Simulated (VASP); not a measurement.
# HfN in VASP: further runs

The runs below take HfN through single point, relaxation of cell and atoms, with r2SCAN.

All numbers are computed with VASP 6.6.1; they aren't measurements. Logs are shortened: lines on timing, memory, paths and dates and some standing lists are left out, and cuts for length are marked.

**1. The cell of the first run**

It takes space group Fm-3m (No. 225, cubic). The conventional cell has a = 4.525 Å, b = 4.525 Å, c = 4.525 Å, α = 90.00°, β = 90.00°, γ = 90.00°. Within 3.0 Å of Hf (site symmetry m-3m) lie 6 N at 2.26 Å. Within 3.0 Å of N (site symmetry m-3m) lie 6 Hf at 2.26 Å.

**2. Single point, r2SCAN**

POSCAR

```
HfN
1.0
    0.0000000000      2.2627375532      2.2627375532
    2.2627375532      0.0000000000      2.2627375532
    2.2627375532      2.2627375532      0.0000000000
Hf N
1 1
Direct
    0.0000000000      0.0000000000      0.0000000000
    0.5000000000      0.5000000000      0.5000000000
```

INCAR.step1

```
SYSTEM = HfN
  PREC = Accurate
  ENCUT = 520
  ISMEAR = 0
  SIGMA = 0.1
  LREAL = .False.
  LASPH = .True.
  NELM = 80
  NBANDS = 14
  GGA = PE
  ALGO = Normal
  EDIFF = 1E-4
  LWAVE = .True.
  LCHARG = .False.
```

INCAR.step2

```
SYSTEM = HfN
  PREC = Accurate
  ENCUT = 520
  EDIFF = 1E-6
  ISMEAR = 0
  SIGMA = 0.1
  LREAL = .False.
  LASPH = .True.
  NELM = 80
  ALGO = Normal
  ISIF = 2
  LWAVE = .False.
  LCHARG = .False.
  METAGGA = R2SCAN
  LMIXTAU = .True.
  NBANDS = 14
  ISTART = 1
```

KPOINTS

```
regular mesh
0
Gamma
  16 16 16
  0 0 0
```

Potentials or basis: VASP PAW PBE potentials, release 64 (Hf_pv, N).

Launch:

```bash
$ cat potpaw_PBE.64/Hf_pv/POTCAR potpaw_PBE.64/N/POTCAR > POTCAR
$ cp INCAR.step1 INCAR
$ mpirun -np 1 vasp_std > vasp.out
$ cp INCAR.step2 INCAR
$ mpirun -np 1 vasp_std > vasp.out
```

OUTCAR:

```text
SYSTEM = HfN
   PREC = Accurate
   ENCUT = 520
   EDIFF = 1E-6
   ISMEAR = 0
   LREAL = .False.
   LASPH = .True.
   NELM = 80
   ISIF = 2
   METAGGA = R2SCAN
   ISTART = 1

 ion  position               nearest neighbor table
   1  0.000  0.000  0.000-   2 2.26   2 2.26   2 2.26   2 2.26   2 2.26   2 2.26
   2  0.500  0.500  0.500-   1 2.26   1 2.26   1 2.26   1 2.26   1 2.26   1 2.26

  LATTYP: Found a face centered cubic cell.
 ALAT       =     4.5254751064

  Lattice vectors:

 A1 = (   0.0000000000,   2.2627375532,   2.2627375532)
 A2 = (   2.2627375532,   0.0000000000,   2.2627375532)
 A3 = (   2.2627375532,   2.2627375532,   0.0000000000)

Analysis of symmetry for initial positions (statically):
=====================================================================
 Subroutine PRICEL returns:
 Original cell was already a primitive cell.

 Routine SETGRP: Setting up the symmetry group for a
 face centered cubic supercell.

 Subroutine GETGRP returns: Found 48 space group operations
 (whereof 48 operations were pure point group operations)
 out of a pool of 48 trial point group operations.

The static configuration has the point symmetry O_h .

Analysis of symmetry for dynamics (positions and initial velocities):
=====================================================================
 Subroutine PRICEL returns:
 Original cell was already a primitive cell.

 Routine SETGRP: Setting up the symmetry group for a
 face centered cubic supercell.

 Subroutine GETGRP returns: Found 48 space group operations
 (whereof 48 operations were pure point group operations)
 out of a pool of 48 trial point group operations.

The dynamic configuration has the point symmetry O_h .

 Subroutine INISYM returns: Found 48 space group operations
 (whereof 48 operations are pure point group operations),
 and found     1 'primitive' translations

----------------------------------------------------------------------------------------

                                     Primitive cell

  volume of cell :      23.1703

  direct lattice vectors                    reciprocal lattice vectors
     0.000000000  2.262737553  2.262737553    -0.220971274  0.220971274  0.220971274
     2.262737553  0.000000000  2.262737553     0.220971274 -0.220971274  0.220971274
     2.262737553  2.262737553  0.000000000     0.220971274  0.220971274 -0.220971274

  length of vectors
     3.199994136  3.199994136  3.199994136     0.382733474  0.382733474  0.382733474

  position of ions in fractional coordinates (direct lattice)
     0.000000000  0.000000000  0.000000000
     0.500000000  0.500000000  0.500000000

  ion indices of the primitive-cell ions
   primitive index   ion index
                 1           1
                 2           2

----------------------------------------------------------------------------------------

 KPOINTS: regular mesh

Automatic generation of k-mesh.
 Grid dimensions read from file:
 generate k-points for:   16   16   16

 Generating k-lattice:

  Cartesian coordinates                     Fractional coordinates (reciprocal lattice)
    -0.013810705  0.013810705  0.013810705     0.062500000  0.000000000  0.000000000
     0.013810705 -0.013810705  0.013810705     0.000000000  0.062500000  0.000000000
     0.013810705  0.013810705 -0.013810705     0.000000000  0.000000000  0.062500000

  Length of vectors
     0.023920842  0.023920842  0.023920842

  Shift w.r.t. Gamma in fractional coordinates (k-lattice)
     0.000000000  0.000000000  0.000000000

 Subroutine IBZKPT returns following result:
 ===========================================

 Found    145 irreducible k-points:

 Following reciprocal coordinates:
            Coordinates               Weight
  0.000000  0.000000  0.000000      1.000000
  0.062500  0.000000  0.000000      8.000000
  0.125000  0.000000  0.000000      8.000000
  0.187500  0.000000  0.000000      8.000000
  0.250000  0.000000  0.000000      8.000000
  0.312500  0.000000  0.000000      8.000000
[... 16 lines left out ...]
 -0.125000  0.062500  0.000000     24.000000
 -0.062500  0.062500  0.000000     12.000000
 [... further k-points ...]
   k-points           NKPTS =    145   k-points in BZ     NKDIM =    145   number of bands    NBANDS=     14
   number of dos      NEDOS =    301   number of ions     NIONS =      2
   total plane-waves  NPLWV =  13824
   dimension x,y,z NGX =    24 NGY =   24 NGZ =   24
   dimension x,y,z NGXF=    48 NGYF=   48 NGZF=   48
   ions per type =               1   1
   NGX,Y,Z   is equivalent  to a cutoff of  12.47, 12.47, 12.47 a.u.
   NGXF,Y,Z  is equivalent  to a cutoff of  24.94, 24.94, 24.94 a.u.
 SYSTEM =  HfN
   PREC   = accura    normal or accurate (medium, high low for compatibility)
   ISTART =      1    job   : 0-new  1-cont  2-samecut
   ICHARG =      0    charge: 1-file 2-atom 10-const
   ISPIN  =      1    spin polarized calculation?
   LNONCOLLINEAR =      F non collinear calculations
   LSORBIT =      F    spin-orbit coupling
   LASPH  =      T    aspherical Exc in radial PAW
   ENCUT  =  520.0 eV  38.22 Ry    6.18 a.u.   5.95  5.95  5.95*2*pi/ulx,y,z
   NELM   =     80;   NELMIN=  2; NELMDL=  0     # of ELM steps
   EDIFF  = 0.1E-05   stopping-criterion for ELM
   LREAL  =      F    real-space projection
   EDIFFG = 0.1E-04   stopping-criterion for IOM
   NSW    =      0    number of steps for IOM
   IBRION =     -1    ionic relax: 0-MD 1-quasi-New 2-CG
   NFREE  =      0    steps in history (QN), initial steepest desc. (CG)
   ISIF   =      2    stress and relaxation
   ISYM   =      2    0-nonsym 1-usesym 2-fastsym
   POTIM  = 0.5000    time-step for ionic-motion
   TEBEG  =    0.0;   TEEND  =   0.0 temperature during run
   PSTRESS=    0.0 pullay stress
   NELECT =      15.0000    total number of electrons
   NUPDOWN=      -1.0000    fix difference up-down
   EMIN   =  10.00;   EMAX   =-10.00  energy-range for DOS
   EFERMI =   0.00;   METHOD = LEGACY
   ISMEAR =     0;   SIGMA  =   0.10  broadening in eV -4-tet -1-fermi 0-gaus
   EFERMI_NEDOS =   21; number of points for ismear=-14 and -15
   IALGO  =     38    algorithm
   IMIX   =      4    mixing-type and parameters
     AMIX     =   0.40;   BMIX     =  1.00
     AMIX_MAG =   1.60;   BMIX_MAG =  1.00
  volume/ion in A,a.u.               =      11.59        78.18
  Fermi-wavevector in a.u.,A,eV,Ry     =   1.416210  2.676249 27.288545  2.005651
  Thomas-Fermi vector in A             =   2.537568
   LORBIT       =      0    0 simple, 1 ext, 2 COOP (PROOUT), +10 PAW based schemes
   METAGGA = R2SCAN    functional components
   LHFCALC =     F    Hartree Fock is set to
   AEXX    =    0.0000 exact exchange contribution
   IVDW    =     0    specifies the selected vdW correction
   LEPSILON=     F    determine dielectric tensor
   LRPA    =     F    only Hartree local field effects (RPA)
 non-spin polarized calculation
 Gauss-broadening in eV      SIGMA  =   0.10
  energy-cutoff  :      520.00
  volume of cell :       23.17
 maximum number of plane-waves:       636
   NGX = 11   NGY = 11   NGZ = 11

 number of electron      15.0000000 magnetization

 Free energy of the ion-electron system (eV)
  ---------------------------------------------------
  ext. energy  EPLUGINS =         0.00000000
  ---------------------------------------------------
  free energy    TOTEN  =       -58.23719299 eV

  energy without entropy =      -58.23433458  energy(sigma->0) =      -58.23576379

 E-fermi :   8.4865     XC(G=0): -13.5328

 val. band max:        8.4837859314   @ k =  -0.1250   0.0625   0.0000
 cond. band min:       8.4998594201   @ k =   0.3750   0.1250   0.0000
 fundamental gap:      0.0160734887
 Fermi energy:         8.4865002278

 k-point     1 :       0.0000    0.0000    0.0000
  band No.  band energies     occupation
      1     -24.0698      2.00000
      2     -24.0698      2.00000
      3     -24.0698      2.00000
      4     -10.1838      2.00000
      5       5.0662      2.00000
      6       5.0662      2.00000
      7       5.0662      2.00000
      8       8.1512      2.00000
      9       8.1512      2.00000
     10       8.1512      2.00000
     11      10.4854      0.00000
     12      10.4854      0.00000
     13      10.4995      0.00000
     14      18.5218      0.00000

 k-point     2 :       0.0625    0.0000    0.0000
  band No.  band energies     occupation
      1     -24.1097      2.00000
      2     -24.0729      2.00000
      3     -24.0729      2.00000
      4     -10.0945      2.00000
      5       4.6710      2.00000
      6       4.8354      2.00000
      7       4.8354      2.00000
      8       8.2577      1.99879
      9       8.2860      1.99543
     10       8.2860      1.99543
     11      10.7912      0.00000
     12      10.7912      0.00000
     13      10.7921      0.00000
     14      18.8321      0.00000

 k-point     3 :       0.1250    0.0000    0.0000
  band No.  band energies     occupation
      1     -24.2213      2.00000
      2     -24.0818      2.00000
      3     -24.0818      2.00000
      4      -9.8378      2.00000
      5       3.7628      2.00000
      6       4.2911      2.00000
      7       4.2911      2.00000
      8       8.4536      1.35870
      9       8.6447      0.02531
     10       8.6447      0.02531
     11      11.5453      0.00000
     12      11.5948      0.00000
     13      11.5948      0.00000
     14      19.4374      0.00000
[... 324 lines left out ...]
 k-point    23 :      -0.1250    0.0625    0.0000
  band No.  band energies     occupation
      1     -24.2860      2.00000
      2     -24.1154      2.00000
      3     -24.0764      2.00000
      4      -9.6559      2.00000
      5       3.1550      2.00000
      6       3.8148      2.00000
      7       4.2749      2.00000
      8       8.4838      1.03062
      9       8.6227      0.05409
     10       9.3518      0.00000
     11      11.0941      0.00000
     12      12.4428      0.00000
     13      12.5766      0.00000
     14      19.4374      0.00000

 k-point    24 :      -0.0625    0.0625    0.0000
  band No.  band energies     occupation
      1     -24.1649      2.00000
      2     -24.0932      2.00000
      3     -24.0712      2.00000
      4      -9.9514      2.00000
      5       4.0579      2.00000
      6       4.4064      2.00000
      7       4.7328      2.00000
      8       8.2981      1.99229
      9       8.3286      1.97444
     10       8.7698      0.00006
     11      10.6465      0.00000
     12      11.4851      0.00000
     13      11.5307      0.00000
     14      19.3235      0.00000

 [... further k-points ...]
[... 5 lines left out ...]
  --------------------------------------------------------------------------------------
  -------------------------------------------------------------------------------------
  Total       -0.3889931     -0.3889931     -0.3889931     -0.0000000      0.0000000     -0.0000000
  in kB      -26.8979942    -26.8979942    -26.8979942     -0.0000000      0.0000000     -0.0000000
  external PRESSURE =     -26.8979942 kB  Pullay stress =       0.0000000 kB

 VOLUME and BASIS-vectors are now :
 -----------------------------------------------------------------------------
  energy-cutoff  :      520.00
  volume of cell :       23.17
      direct lattice vectors                 reciprocal lattice vectors
     0.000000000  2.262737553  2.262737553    -0.220971274  0.220971274  0.220971274
     2.262737553  0.000000000  2.262737553     0.220971274 -0.220971274  0.220971274
     2.262737553  2.262737553  0.000000000     0.220971274  0.220971274 -0.220971274

 POSITION                                       TOTAL-FORCE (eV/Angst)
 -----------------------------------------------------------------------------------
      0.00000      0.00000      0.00000        -0.000000      0.000000     -0.000000
      2.26274      2.26274      2.26274         0.000000     -0.000000      0.000000
 -----------------------------------------------------------------------------------
    total drift:                                0.000000     -0.000000     -0.000000

  FREE ENERGIE OF THE ION-ELECTRON SYSTEM (eV)
  ---------------------------------------------------
  free  energy   TOTEN  =       -58.2371929940 eV

  energy  without entropy=      -58.2343345846  energy(sigma->0) =      -58.23576379
```

Run time: 1.8 min. Hardware: 1 thread of Intel Xeon Platinum 8488C (Sapphire Rapids), shared host; peak memory 0.18 GiB.

What came out:

```yaml
Free_energy: -58.2372 eV
Pressure: -2.7 GPa
```

Caveat: the PAW data sets were made with another functional, which shifts forces and pressure a little; spin-orbit coupling is left out, which moves the levels of the heavy elements.

**3. Single point, r2SCAN**

POSCAR

```
HfN
1.0
    0.0000000000      2.2627375552      2.2627375552
    2.2627375552      0.0000000000      2.2627375552
    2.2627375552      2.2627375552      0.0000000000
Hf N
1 1
Direct
    0.0000000000      0.0000000000      0.0000000000
    0.5000000000      0.5000000000      0.5000000000
```

INCAR.step1 is that of step 2.

INCAR.step2 is that of step 2.

KPOINTS is that of step 2.

Potentials or basis: VASP PAW PBE potentials, release 64 (Hf_pv, N).

Launch:

```bash
$ cat potpaw_PBE.64/Hf_pv/POTCAR potpaw_PBE.64/N/POTCAR > POTCAR
$ cp INCAR.step1 INCAR
$ mpirun -np 1 vasp_std > vasp.out
$ cp INCAR.step2 INCAR
$ mpirun -np 1 vasp_std > vasp.out
```

OUTCAR:

```text
SYSTEM = HfN
   PREC = Accurate
   ENCUT = 520
   EDIFF = 1E-6
   ISMEAR = 0
   LREAL = .False.
   LASPH = .True.
   NELM = 80
   ISIF = 2
   METAGGA = R2SCAN
   ISTART = 1

 ion  position               nearest neighbor table
   1  0.000  0.000  0.000-   2 2.26   2 2.26   2 2.26   2 2.26   2 2.26   2 2.26
   2  0.500  0.500  0.500-   1 2.26   1 2.26   1 2.26   1 2.26   1 2.26   1 2.26

  LATTYP: Found a face centered cubic cell.
 ALAT       =     4.5254751104

  Lattice vectors:

 A1 = (   0.0000000000,   2.2627375552,   2.2627375552)
 A2 = (   2.2627375552,   0.0000000000,   2.2627375552)
 A3 = (   2.2627375552,   2.2627375552,   0.0000000000)

Analysis of symmetry for initial positions (statically):
=====================================================================
 Subroutine PRICEL returns:
 Original cell was already a primitive cell.

 Routine SETGRP: Setting up the symmetry group for a
 face centered cubic supercell.

 Subroutine GETGRP returns: Found 48 space group operations
 (whereof 48 operations were pure point group operations)
 out of a pool of 48 trial point group operations.

The static configuration has the point symmetry O_h .

Analysis of symmetry for dynamics (positions and initial velocities):
[... 169 lines left out ...]
      2     -24.0698      2.00000
      3     -24.0698      2.00000
      4     -10.1838      2.00000
      5       5.0662      2.00000
      6       5.0662      2.00000
      7       5.0662      2.00000
      8       8.1512      2.00000
      9       8.1512      2.00000
     10       8.1512      2.00000
     11      10.4854      0.00000
     12      10.4854      0.00000
     13      10.4995      0.00000
     14      18.5218      0.00000
[... 377 lines left out ...]
      1     -24.1649      2.00000
      2     -24.0932      2.00000
      3     -24.0712      2.00000
      4      -9.9514      2.00000
      5       4.0579      2.00000
      6       4.4064      2.00000
      7       4.7328      2.00000
      8       8.2981      1.99229
      9       8.3286      1.97444
     10       8.7698      0.00006
     11      10.6465      0.00000
     12      11.4851      0.00000
     13      11.5307      0.00000
     14      19.3235      0.00000

 [... further k-points ...]
[... 5 lines left out ...]
  --------------------------------------------------------------------------------------
  -------------------------------------------------------------------------------------
  Total       -0.3889932     -0.3889932     -0.3889932     -0.0000000      0.0000000      0.0000000
  in kB      -26.8980004    -26.8980004    -26.8980004     -0.0000000      0.0000000      0.0000000
  external PRESSURE =     -26.8980004 kB  Pullay stress =       0.0000000 kB

 VOLUME and BASIS-vectors are now :
 -----------------------------------------------------------------------------
  energy-cutoff  :      520.00
  volume of cell :       23.17
      direct lattice vectors                 reciprocal lattice vectors
     0.000000000  2.262737555  2.262737555    -0.220971274  0.220971274  0.220971274
     2.262737555  0.000000000  2.262737555     0.220971274 -0.220971274  0.220971274
     2.262737555  2.262737555  0.000000000     0.220971274  0.220971274 -0.220971274

 POSITION                                       TOTAL-FORCE (eV/Angst)
 -----------------------------------------------------------------------------------
      0.00000      0.00000      0.00000        -0.000000     -0.000000     -0.000000
      2.26274      2.26274      2.26274         0.000000      0.000000      0.000000
 -----------------------------------------------------------------------------------
    total drift:                                0.000000     -0.000000     -0.000000

  FREE ENERGIE OF THE ION-ELECTRON SYSTEM (eV)
  ---------------------------------------------------
  free  energy   TOTEN  =       -58.2371929933 eV

  energy  without entropy=      -58.2343345839  energy(sigma->0) =      -58.23576379
```

OSZICAR.step1:

```text
N       E                     dE             d eps       ncg     rms          rms(c)
DAV:   1     0.393423607038E+02    0.39342E+02   -0.77159E+03  4076   0.101E+03
DAV:   2    -0.226788008367E+02   -0.62021E+02   -0.58210E+02  5344   0.237E+02
DAV:   3    -0.247546786659E+02   -0.20759E+01   -0.20677E+01  4800   0.355E+01
DAV:   4    -0.247622792258E+02   -0.76006E-02   -0.75964E-02  4750   0.252E+00
DAV:   5    -0.247623258815E+02   -0.46656E-04   -0.46654E-04  4738   0.170E-01    0.485E+01
DAV:   6    -0.218661451142E+02    0.28962E+01   -0.82500E+00  4456   0.221E+01    0.414E+01
DAV:   7    -0.217871742485E+02    0.78971E-01   -0.45398E-01  5164   0.602E+00    0.265E+01
DAV:   8    -0.217652728968E+02    0.21901E-01   -0.11138E-01  4642   0.288E+00    0.608E+00
DAV:   9    -0.217594360719E+02    0.58368E-02   -0.16198E-02  4564   0.102E+00    0.198E+00
DAV:  10    -0.217593528843E+02    0.83188E-04   -0.10823E-03  5374   0.318E-01    0.447E-01
DAV:  11    -0.217593211117E+02    0.31773E-04   -0.67755E-05  2846   0.841E-02
   1 F= -.21759321E+02 E0= -.21757852E+02  d E =-.293761E-02
```

Wall time 50 s (1 thread of Intel Xeon 6975P-C (Granite Rapids), shared host); peak memory 0.18 GiB.

What came out:

```
Free energy : -58.2372 eV
Pressure    : -2.7 GPa
```

Caveat: the PAW data sets were made with another functional, which shifts forces and pressure a little; spin-orbit coupling is left out, which moves the levels of the heavy elements.

(Part 1 of 2 ends here.)
